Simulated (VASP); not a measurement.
BaTiO3:

```
Ba O Ti
1.0
     4.07203    0.00000    0.00000
     0.00000    4.07203    0.00000
     0.00000    0.00000    4.07203
Ba O Ti
1 3 1
Direct
  0.00000 0.00000 0.00000
  0.50000 0.50000 0.00000
  0.00000 0.50000 0.50000
  0.50000 0.00000 0.50000
  0.50000 0.50000 0.50000
```

| Property | Result |
| --- | --- |
| Program | VASP 6.6.1 |
| Task | relaxation of cell and atoms |
| Functional | r2SCAN |
| Potentials or basis | VASP PAW PBE potentials, release 64 (Ba_sv, O, Ti_sv) |
| Cutoff | 600 eV |
| k mesh | 5 × 5 × 5 |
| Occupations | fermi-dirac, width 0.1 eV |
| Spin | no spin polarisation |

At the start: pressure -7.7 GPa; volume 13.50 Å³/atom.

How do energy, volume and symmetry change on relaxing?

Over 3 steps the energy falls by 16.0 meV/atom and the volume is 12.88 Å³/atom (-4.7 %); space group Pm-3m (No. 221, to 0.1 Å) before and after.

Step by step:
```tsv
step	energy change (eV)	largest force (eV/Å)	pressure (GPa)	volume (Å³)
1	0.0000	0.0000	-7.73	67.52
2	0.0057	0.0000	9.55	61.35
3	-0.0799	0.0000	-0.06	64.38
```

Final structure:
```xyz
5
Lattice="4.0078 0.0000 0.0000 0.0000 4.0078 0.0000 0.0000 0.0000 4.0078" Properties=species:S:1:pos:R:3 pbc="T T T"
Ba    0.0000    0.0000    0.0000
O     2.0039    2.0039    0.0000
O     0.0000    2.0039    2.0039
O     2.0039    0.0000    2.0039
Ti    2.0039    2.0039    2.0039
```

Caveat: the PAW data sets were made with another functional, which shifts forces and pressure a little.
